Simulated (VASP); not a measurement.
# Ta (Im-3m) in VASP: further runs, part 2 of 3

VASP 6.6.1. The steps go on from the part before.

## (4) Electric field gradients, PBE (volume scaled by 0.99)

INCAR reads:

```
SYSTEM = Ta
PREC     = Accurate       ! precision mode
ENCUT    = 520            ! plane-wave cutoff, eV
EDIFF    = 1E-8           ! SCF threshold, eV
ISMEAR   = -1             ! smearing method
SIGMA    = 0.08           ! smearing width, eV
LREAL    = .False.        ! projectors in reciprocal space
LASPH    = .True.         ! aspherical terms in the spheres
NELM     = 60             ! most SCF steps
ALGO     = Normal         ! electronic algorithm
ISIF     = 2              ! what is computed and relaxed
LWAVE    = .False.        ! write WAVECAR
LCHARG   = .False.        ! write CHGCAR
GGA      = PE             ! functional
LEFG     = .True.       
NBANDS   = 12             ! bands
```

KPOINTS reads:

```
regular mesh
0
Gamma
  17 17 17
  0 0 0
```

POSCAR reads:

```
Ta
1.0
   -1.6457572832      1.6457572832      1.6457572832
    1.6457572832     -1.6457572832      1.6457572832
    1.6457572832      1.6457572832     -1.6457572832
Ta
1
Direct
    0.0000000000      0.0000000000      0.0000000000
```

Potentials or basis: VASP PAW PBE potentials, release 64 (Ta_pv).

On the command line:

```console
$ cat potpaw_PBE.64/Ta_pv/POTCAR > POTCAR
$ mpirun -np 1 vasp_std > vasp.out
```

OUTCAR:

```text
SYSTEM = Ta
   PREC = Accurate
   ENCUT = 520
   EDIFF = 1E-8
   ISMEAR = -1
   LREAL = .False.
   LASPH = .True.
   NELM = 60
   ISIF = 2
   GGA = PE

 ion  position               nearest neighbor table
   1  0.000  0.000  0.000-

  LATTYP: Found a body centered cubic cell.
 ALAT       =     3.2915145664

  Lattice vectors:

 A1 = (  -1.6457572832,   1.6457572832,   1.6457572832)
 A2 = (   1.6457572832,  -1.6457572832,   1.6457572832)
 A3 = (   1.6457572832,   1.6457572832,  -1.6457572832)

Analysis of symmetry for initial positions (statically):
=====================================================================
 Subroutine PRICEL returns:
 Original cell was already a primitive cell.

 Routine SETGRP: Setting up the symmetry group for a
 body centered cubic supercell.

 Subroutine GETGRP returns: Found 48 space group operations
[... 9 lines left out ...]

 Routine SETGRP: Setting up the symmetry group for a
 body centered cubic supercell.

 Subroutine GETGRP returns: Found 48 space group operations
[... 11 lines left out ...]
                                     Primitive cell

  volume of cell :      17.8302

  direct lattice vectors                    reciprocal lattice vectors
    -1.645757283  1.645757283  1.645757283     0.000000000  0.303811507  0.303811507
     1.645757283 -1.645757283  1.645757283     0.303811507  0.000000000  0.303811507
     1.645757283  1.645757283 -1.645757283     0.303811507  0.303811507  0.000000000

  length of vectors
     2.850535231  2.850535231  2.850535231     0.429654353  0.429654353  0.429654353

  position of ions in fractional coordinates (direct lattice)
     0.000000000  0.000000000  0.000000000

  ion indices of the primitive-cell ions
   primitive index   ion index
                 1           1

----------------------------------------------------------------------------------------

 KPOINTS: regular mesh

Automatic generation of k-mesh.
 Grid dimensions read from file:
 generate k-points for:   17   17   17

 Generating k-lattice:

  Cartesian coordinates                     Fractional coordinates (reciprocal lattice)
     0.000000000  0.017871265  0.017871265     0.058823529  0.000000000  0.000000000
     0.017871265  0.000000000  0.017871265     0.000000000  0.058823529  0.000000000
     0.017871265  0.017871265  0.000000000     0.000000000  0.000000000  0.058823529

  Length of vectors
     0.025273785  0.025273785  0.025273785

  Shift w.r.t. Gamma in fractional coordinates (k-lattice)
     0.000000000  0.000000000  0.000000000

 Subroutine IBZKPT returns following result:
 ===========================================

 Found    165 irreducible k-points:

 Following reciprocal coordinates:
            Coordinates               Weight
  0.000000  0.000000  0.000000      1.000000
  0.058824  0.000000  0.000000     12.000000
  0.117647  0.000000  0.000000     12.000000
  0.176471  0.000000  0.000000     12.000000
  0.235294  0.000000  0.000000     12.000000
[... 41 lines left out ...]
   NSW    =      0    number of steps for IOM
   IBRION =     -1    ionic relax: 0-MD 1-quasi-New 2-CG
   NFREE  =      0    steps in history (QN), initial steepest desc. (CG)
   ISIF   =      2    stress and relaxation
   ISYM   =      2    0-nonsym 1-usesym 2-fastsym
   POTIM  = 0.5000    time-step for ionic-motion
   TEBEG  =    0.0;   TEEND  =   0.0 temperature during run
   PSTRESS=    0.0 pullay stress
   NELECT =      11.0000    total number of electrons
   NUPDOWN=      -1.0000    fix difference up-down
   EMIN   =  10.00;   EMAX   =-10.00  energy-range for DOS
   EFERMI =   0.00;   METHOD = LEGACY
   ISMEAR =    -1;   SIGMA  =   0.08  broadening in eV -4-tet -1-fermi 0-gaus
   EFERMI_NEDOS =   21; number of points for ismear=-14 and -15
   IALGO  =     38    algorithm
   IMIX   =      4    mixing-type and parameters
     AMIX     =   0.40;   BMIX     =  1.00
     AMIX_MAG =   1.60;   BMIX_MAG =  1.00
  volume/ion in A,a.u.               =      17.83       120.32
  Fermi-wavevector in a.u.,A,eV,Ry     =   1.393649  2.633614 26.426002  1.942256
  Thomas-Fermi vector in A             =   2.517274
   LORBIT       =      0    0 simple, 1 ext, 2 COOP (PROOUT), +10 PAW based schemes
   GGA     = PE    functional components
   LHFCALC =     F    Hartree Fock is set to
   AEXX    =    0.0000 exact exchange contribution
   IVDW    =     0    specifies the selected vdW correction
   LEPSILON=     F    determine dielectric tensor
   LRPA    =     F    only Hartree local field effects (RPA)
 non-spin polarized calculation
  energy-cutoff  :      520.00
  volume of cell :       17.83
 maximum number of plane-waves:       491
 NGX is ok and might be reduce to    24
   NGX = 11   NGY = 11   NGZ = 11

 number of electron      11.0000002 magnetization

 Free energy of the ion-electron system (eV)
  ---------------------------------------------------
  ext. energy  EPLUGINS =         0.00000000
  ---------------------------------------------------
  free energy    TOTEN  =       -11.81943443 eV

  energy without entropy =      -11.79224435  energy(sigma->0) =      -11.80583939

 E-fermi :   5.5716     XC(G=0): -12.6698

 val. band max:        5.5603231595   @ k =  -0.4706  -0.4706   0.1765
 cond. band min:       5.5891987197   @ k =   0.1765   0.0588   0.0000
 fundamental gap:      0.0288755602
 Fermi energy:         5.5716090809

 k-point     1 :       0.0000    0.0000    0.0000
  band No.  band energies     occupation
      1     -27.4612      2.00000
      2     -27.4612      2.00000
      3     -27.4612      2.00000
      4      -2.3866      2.00000
      5       6.3043      0.00021
      6       6.3043      0.00021
      7       6.3043      0.00021
      8       9.6134      0.00000
      9       9.6134      0.00000
     10      20.3026      0.00000
     11      20.6271      0.00000
     12      20.6271      0.00000
[... 331 lines left out ...]
 k-point    24 :       0.1765    0.1765    0.0000
  band No.  band energies     occupation
      1     -28.2461      2.00000
      2     -27.7213      2.00000
      3     -27.5424      2.00000
      4       0.9006      2.00000
      5       4.6920      1.99997
      6       4.9694      1.99892
      7       8.6371      0.00000
      8      10.3142      0.00000
      9      10.4726      0.00000
     10      20.2224      0.00000
     11      20.4085      0.00000
     12      22.4412      0.00000

 [... further k-points ...]
[... 5 lines left out ...]
  --------------------------------------------------------------------------------------
  -------------------------------------------------------------------------------------
  Total        0.5994261      0.5994261      0.5994261     -0.0000000      0.0000000     -0.0000000
  in kB       53.8627939     53.8627939     53.8627939     -0.0000000      0.0000000     -0.0000000
  external PRESSURE =      53.8627939 kB  Pullay stress =       0.0000000 kB

 VOLUME and BASIS-vectors are now :
 -----------------------------------------------------------------------------
  energy-cutoff  :      520.00
  volume of cell :       17.83
      direct lattice vectors                 reciprocal lattice vectors
    -1.645757283  1.645757283  1.645757283     0.000000000  0.303811507  0.303811507
     1.645757283 -1.645757283  1.645757283     0.303811507  0.000000000  0.303811507
     1.645757283  1.645757283 -1.645757283     0.303811507  0.303811507  0.000000000

 POSITION                                       TOTAL-FORCE (eV/Angst)
 -----------------------------------------------------------------------------------
      0.00000      0.00000      0.00000        -0.000000     -0.000000     -0.000000
 -----------------------------------------------------------------------------------
    total drift:                                0.000000      0.000000      0.000000

  FREE ENERGIE OF THE ION-ELECTRON SYSTEM (eV)
  ---------------------------------------------------
  free  energy   TOTEN  =       -11.8194344305 eV

  energy  without entropy=      -11.7922443518  energy(sigma->0) =      -11.80583939

 Electric field gradients (V/A^2)
---------------------------------------------------------------------
 ion       V_xx      V_yy      V_zz      V_xy      V_xz      V_yz
---------------------------------------------------------------------
   1      -0.000    -0.000    -0.000    -0.000    -0.000    -0.000
---------------------------------------------------------------------

 Electric field gradients after diagonalization (V/A^2)
 (convention: |V_zz| > |V_xx| > |V_yy|)
----------------------------------------------------------------------
 ion       V_xx      V_yy      V_zz     asymmetry (V_yy - V_xx)/ V_zz
----------------------------------------------------------------------
   1       0.000     0.000    -0.000       0.000
----------------------------------------------------------------------

           NMR quadrupolar parameters

 Cq : quadrupolar parameter    Cq=e*Q*V_zz/h
 eta: asymmetry parameters     (V_yy - V_xx)/ V_zz
 Q  : nuclear electric quadrupole moment in mb (millibarn)
----------------------------------------------------------------------
 ion       Cq(MHz)       eta       Q (mb)
----------------------------------------------------------------------
   1      -0.000       0.000       1.000
----------------------------------------------------------------------
```

Run time: 52 s. Hardware: 1 thread of AMD EPYC 7R43 (Zen 3), shared host; peak memory 0.13 GiB.

What came out:

| Property | Result |
| --- | --- |
| Free energy | -11.8194 eV |
| Pressure | 5.4 GPa |

Levels at points of the mesh, in eV from the Fermi level:
| k point | band 4 | band 5 | band 6 | band 7 | band 8 | band 9 |
| --- | --- | --- | --- | --- | --- | --- |
| (0.00, 0.00, 0.00) | -7.96 | 0.73 | 0.73 | 0.73 | 4.04 | 4.04 |

Caveat: without QUAD_EFG the Cq values of the log hold for a quadrupole moment of 1 mb, not for the nuclei; spin-orbit coupling is left out, which moves the levels of the heavy elements.

## (5) Electric field gradients, PBE (volume scaled by 0.99)

INCAR reads:

```
PREC     = Accurate       # precision mode
ENCUT    = 520            # plane-wave cutoff, eV
EDIFF    = 1E-8           # SCF threshold, eV
ISMEAR   = -1             # smearing method
SIGMA    = 0.08           # smearing width, eV
LREAL    = F              # projectors in reciprocal space
LASPH    = T              # aspherical terms in the spheres
NELM     = 80             # most SCF steps
ALGO     = Normal         # electronic algorithm
ISIF     = 2              # what is computed and relaxed
LWAVE    = F              # write WAVECAR
LCHARG   = F              # write CHGCAR
GGA      = PE             # functional
LEFG     = T            
NBANDS   = 12             # bands
```

KPOINTS reads:

```
regular mesh
0
Gamma
  17 17 17
```

POSCAR is that of step 4.

Potentials or basis: VASP PAW PBE potentials, release 64 (Ta_pv).

On the command line:

```console
$ cat potpaw_PBE.64/Ta_pv/POTCAR > POTCAR
$ mpirun -np 1 vasp_std > vasp.out
```

OUTCAR:

```text
PREC = Accurate
   ENCUT = 520
   EDIFF = 1E-8
   ISMEAR = -1
   LREAL = F
   LASPH = T
   NELM = 80
   ISIF = 2
   GGA = PE

 ion  position               nearest neighbor table
   1  0.000  0.000  0.000-

  LATTYP: Found a body centered cubic cell.
 ALAT       =     3.2915145664

  Lattice vectors:

 A1 = (  -1.6457572832,   1.6457572832,   1.6457572832)
 A2 = (   1.6457572832,  -1.6457572832,   1.6457572832)
 A3 = (   1.6457572832,   1.6457572832,  -1.6457572832)

Analysis of symmetry for initial positions (statically):
=====================================================================
 Subroutine PRICEL returns:
 Original cell was already a primitive cell.

 Routine SETGRP: Setting up the symmetry group for a
 body centered cubic supercell.
[... 541 lines left out ...]
  in kB       53.8627939     53.8627939     53.8627939     -0.0000000      0.0000000     -0.0000000
  external PRESSURE =      53.8627939 kB  Pullay stress =       0.0000000 kB

 VOLUME and BASIS-vectors are now :
 -----------------------------------------------------------------------------
  energy-cutoff  :      520.00
  volume of cell :       17.83
      direct lattice vectors                 reciprocal lattice vectors
    -1.645757283  1.645757283  1.645757283     0.000000000  0.303811507  0.303811507
     1.645757283 -1.645757283  1.645757283     0.303811507  0.000000000  0.303811507
     1.645757283  1.645757283 -1.645757283     0.303811507  0.303811507  0.000000000

 POSITION                                       TOTAL-FORCE (eV/Angst)
 -----------------------------------------------------------------------------------
      0.00000      0.00000      0.00000        -0.000000     -0.000000     -0.000000
 -----------------------------------------------------------------------------------
    total drift:                                0.000000      0.000000      0.000000

  FREE ENERGIE OF THE ION-ELECTRON SYSTEM (eV)
  ---------------------------------------------------
  free  energy   TOTEN  =       -11.8194344305 eV

  energy  without entropy=      -11.7922443518  energy(sigma->0) =      -11.80583939

 Electric field gradients (V/A^2)
---------------------------------------------------------------------
 ion       V_xx      V_yy      V_zz      V_xy      V_xz      V_yz
---------------------------------------------------------------------
   1      -0.000    -0.000    -0.000    -0.000    -0.000    -0.000
---------------------------------------------------------------------

 Electric field gradients after diagonalization (V/A^2)
 (convention: |V_zz| > |V_xx| > |V_yy|)
----------------------------------------------------------------------
 ion       V_xx      V_yy      V_zz     asymmetry (V_yy - V_xx)/ V_zz
----------------------------------------------------------------------
   1       0.000     0.000    -0.000       0.000
----------------------------------------------------------------------

           NMR quadrupolar parameters

 Cq : quadrupolar parameter    Cq=e*Q*V_zz/h
 eta: asymmetry parameters     (V_yy - V_xx)/ V_zz
 Q  : nuclear electric quadrupole moment in mb (millibarn)
----------------------------------------------------------------------
 ion       Cq(MHz)       eta       Q (mb)
----------------------------------------------------------------------
   1      -0.000       0.000       1.000
----------------------------------------------------------------------
```

OSZICAR:

```text
N       E                     dE             d eps       ncg     rms          rms(c)
DAV:   1     0.597367570041E+02    0.59737E+02   -0.60726E+03  3960   0.871E+02
DAV:   2    -0.112626113635E+02   -0.70999E+02   -0.69201E+02  4416   0.243E+02
DAV:   3    -0.122688167783E+02   -0.10062E+01   -0.98783E+00  4728   0.271E+01
DAV:   4    -0.122714008279E+02   -0.25840E-02   -0.25836E-02  4352   0.153E+00
DAV:   5    -0.122714085377E+02   -0.77098E-05   -0.77096E-05  4744   0.816E-02    0.137E+01
DAV:   6    -0.119257340100E+02    0.34567E+00   -0.27757E-01  4648   0.570E+00    0.673E+00
DAV:   7    -0.118203702492E+02    0.10536E+00   -0.25206E-01  4592   0.506E+00    0.384E-01
DAV:   8    -0.118194687212E+02    0.90153E-03   -0.72002E-03  4252   0.716E-01    0.127E-01
DAV:   9    -0.118194412972E+02    0.27424E-04   -0.12459E-04  4640   0.121E-01    0.273E-02
DAV:  10    -0.118194345891E+02    0.67080E-05   -0.40781E-06  4408   0.218E-02    0.331E-03
DAV:  11    -0.118194345360E+02    0.53138E-07   -0.19460E-07  4452   0.485E-03    0.593E-04
DAV:  12    -0.118194344124E+02    0.12365E-06   -0.61590E-09  2932   0.931E-04    0.809E-05
DAV:  13    -0.118194344334E+02   -0.21030E-07   -0.39774E-10  2260   0.243E-04    0.142E-05
DAV:  14    -0.118194344305E+02    0.28742E-08   -0.61357E-11  2124   0.101E-04
   1 F= -.11819434E+02 E0= -.11805839E+02  d E =-.271901E-01
```

Wall time 38 s (1 thread of AMD EPYC 7R43 (Zen 3), shared host); peak memory 0.13 GiB.

What came out:

* Free energy: -11.8194 eV
* Pressure: 5.4 GPa

Caveat: without QUAD_EFG the Cq values of the log hold for a quadrupole moment of 1 mb, not for the nuclei; spin-orbit coupling is left out, which moves the levels of the heavy elements.

(Part 2 of 3 ends here.)
